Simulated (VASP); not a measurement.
**CuMo: single point with PBE**

The system is CuMo.

```xyz
2
Lattice="2.5858 0.0000 0.0000 0.0000 2.5858 0.0000 0.0000 0.0000 4.1486" Properties=species:S:1:pos:R:3 pbc="T T T"
Cu    0.0000    0.0000    0.0000
Mo    1.2929    1.2929    2.0743
```

The cell was generated, and may not be a known phase.

| Item | Value |
| --- | --- |
| Program | VASP 6.6.1 |
| Task | single point |
| Functional | PBE |
| Potentials or basis | VASP PAW PBE potentials, release 64 (Cu, Mo_sv) |
| Cutoff | 520 eV |
| k mesh | 22 × 22 × 14 |
| Occupations | gaussian, width 0.1 eV |
| Spin | no spin polarisation |

```json
{
 "Pressure": "0.5 GPa",
 "Band gap on the k mesh": "zero (an odd number of electrons rules out a gap without spin polarisation)"
}
```

Stress tensor (GPa, compression positive):
```
0.47 0.00 0.00
0.00 0.47 0.00
0.00 0.00 0.66
```

Levels at points of the mesh, in eV from the Fermi level:
```csv
k point,band 8,band 9,band 10,band 11,band 12,band 13,band 14,band 15,band 16,band 17
"(0.00, 0.00, 0.00)",-3.00,-2.74,-2.74,-2.15,-1.81,1.12,2.60,2.60,4.18,9.30
"(0.50, 0.00, 0.00)",-3.46,-3.23,-2.68,-2.47,-2.32,0.16,0.93,2.80,6.74,8.59
"(0.50, 0.50, 0.00)",-4.48,-1.72,-1.59,0.15,0.15,1.90,3.23,3.23,6.44,8.51
"(0.00, 0.00, 0.50)",-3.73,-3.11,-2.56,-2.56,-2.14,-1.23,1.99,1.99,4.16,12.92
"(0.50, 0.00, 0.50)",-2.77,-2.63,-2.31,-1.32,-0.34,1.11,1.23,2.13,2.93,6.49
"(0.50, 0.50, 0.50)",-3.40,-2.70,-2.65,-2.65,-1.72,1.82,6.41,6.44,8.36,8.36
```

Run time: 2.7 min on 1 thread of Intel(R) Xeon(R) 6975P-C (Granite Rapids), on a shared host, peak memory 0.42 GiB.
